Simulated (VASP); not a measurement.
Here is a VASP 6.6.1 calculation.

INCAR

```
SYSTEM = MgO
PREC = Accurate
ENCUT = 600
EDIFF = 1E-6
ISMEAR = 0
SIGMA = 0.1
LREAL = .False.
LASPH = .True.
NELM = 120
ALGO = Normal
ISIF = 2
LWAVE = .False.
LCHARG = .False.
GGA = PE
IVDW = 12
NBANDS = 11
GGA_COMPAT = .False.
```

File KPOINTS:

```
regular mesh
0
Gamma
  8 8 8
  0 0 0
```

The input POSCAR:

```
MgO
1.0
    0.0000000000      2.1100000000      2.1100000000
    2.1100000000      0.0000000000      2.1100000000
    2.1100000000      2.1100000000      0.0000000000
Mg O
1 1
Direct
    0.0000000000      0.0000000000      0.0000000000
    0.5000000000      0.5000000000      0.5000000000
```

Potentials or basis: VASP PAW PBE potentials, release 64 (Mg, O).

Launch:

```bash
$ cat potpaw_PBE.64/Mg/POTCAR potpaw_PBE.64/O/POTCAR > POTCAR
$ mpirun -np 1 vasp_std > vasp.out
```

**Question.** What does it give for the dispersion energy per atom?

**Answer.** -0.291 eV.

**Question.** Estimate the pressure.

**Answer.** -2.4 GPa.

**Question.** What does it give for the band gap on the k mesh?

**Answer.** 4.67 eV, direct.
